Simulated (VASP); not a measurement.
A run of VASP 6.6.1 is set up as follows.

INCAR

```
SYSTEM = Ge
  PREC = Accurate
  ENCUT = 520
  EDIFF = 1E-7
  ISMEAR = 0
  SIGMA = 0.1
  LREAL = .FALSE.
  LASPH = .TRUE.
  NELM = 80
  ALGO = Normal
  ISIF = 2
  LWAVE = .FALSE.
  LCHARG = .FALSE.
  LDIPOL = .TRUE.
  IDIPOL = 3
  DIPOL = 0.5 0.5 0.500
  GGA = PE
  IVDW = 12
  NBANDS = 21
```

Contents of KPOINTS:

```
Automatic mesh
0
G
  12 12 1
  0 0 0
```

File POSCAR:

```
Ge
1.0
    3.9010000000      0.0000000000      0.0000000000
   -1.9505000000      3.3783651002      0.0000000000
    0.0000000000      0.0000000000     28.0000000000
Ge
2
Direct
    0.3333333333      0.6666666667      0.5183214286
    0.6666666667      0.3333333333      0.4816785714
```

Potentials or basis: VASP PAW PBE potentials, release 64 (Ge_d).

The run is started by

```console
$ cat potpaw_PBE.64/Ge_d/POTCAR > POTCAR
$ mpirun -np 1 vasp_std > vasp.out
```

(1) What does it give for the band gap on the k mesh?

(2) Estimate the largest force.

(3) Predict the dispersion energy per atom.

## Answers

(1) zero (bands 14 and 15 overlap by 0.86 eV).

(2) 1.074 eV/Å.

(3) -0.163 eV.
